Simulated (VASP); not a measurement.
Write the native input for VASP 6.6.1 that does the following.

| Quantity | Value |
| --- | --- |
| Task | relaxation of cell and atoms |
| Functional | PBE |
| Potentials or basis | VASP PAW PBE potentials, release 64 (Sr_sv) |
| Cutoff | 600 eV |
| k mesh | 14 × 14 × 14 |
| Occupations | fermi-dirac, width 0.08 eV |
| Spin | no spin polarisation |
| Target pressure | 24 GPa |
| Dipole correction | no |
| Further INCAR settings | ALGO = Normal; EDIFF = 1e-07; IBRION = 2; EDIFFG = -0.005; NSW = 60; ISIF = 3 |

The structure of Sr lies in POSCAR:

```
Sr
1.0
    0.0000000000      2.3753400806      2.3753400806
    2.3753400806      0.0000000000      2.3753400806
    2.3753400806      2.3753400806      0.0000000000
Sr
1
Direct
    0.0000000000      0.0000000000      0.0000000000
```

One way to write it, as run:

INCAR

```
  PREC = Accurate
  ENCUT = 600
  EDIFF = 1E-7
  ISMEAR = -1
  SIGMA = 0.08
  LREAL = F
  LASPH = T
  NELM = 60
  ALGO = Normal
  ISIF = 3
  LWAVE = F
  LCHARG = F
  GGA = PE
  IBRION = 2
  NSW = 60
  EDIFFG = -0.005
  PSTRESS = 240.0
```

KPOINTS

```
Automatic mesh
0
Gamma
  14 14 14
```

Potentials or basis: VASP PAW PBE potentials, release 64 (Sr_sv).

Launch:

```bash
$ cat potpaw_PBE.64/Sr_sv/POTCAR > POTCAR
$ mpirun -np 1 vasp_std > vasp.out
```

It gave:

```json
{
  "Relaxed volume": "26.73 Å³/atom",
  "Relaxed cell": "a = 3.356 Å, b = 3.356 Å, c = 3.356 Å, α = 60.00°, β = 60.00°, γ = 60.00°",
  "Space group after relaxing (to 0.05 Å)": "Fm-3m (No. 225)",
  "Energy change on relaxing (the enthalpy is what falls)": "+10.5 meV/atom",
  "Ionic steps": "3",
  "Pressure after relaxing": "24.0 GPa",
  "Band gap on the k mesh": "zero (band 5 reaches 5.03 eV, above the bottom of band 6 at 4.06 eV)"
}
```

Caveat: the cell is relaxed towards a set pressure, so the enthalpy falls and the energy may rise.

It took 55 s on 1 thread of Intel(R) Xeon(R) Platinum 8375C CPU @ 2.90GHz (Ice Lake), on a shared host, peak memory 0.18 GiB.
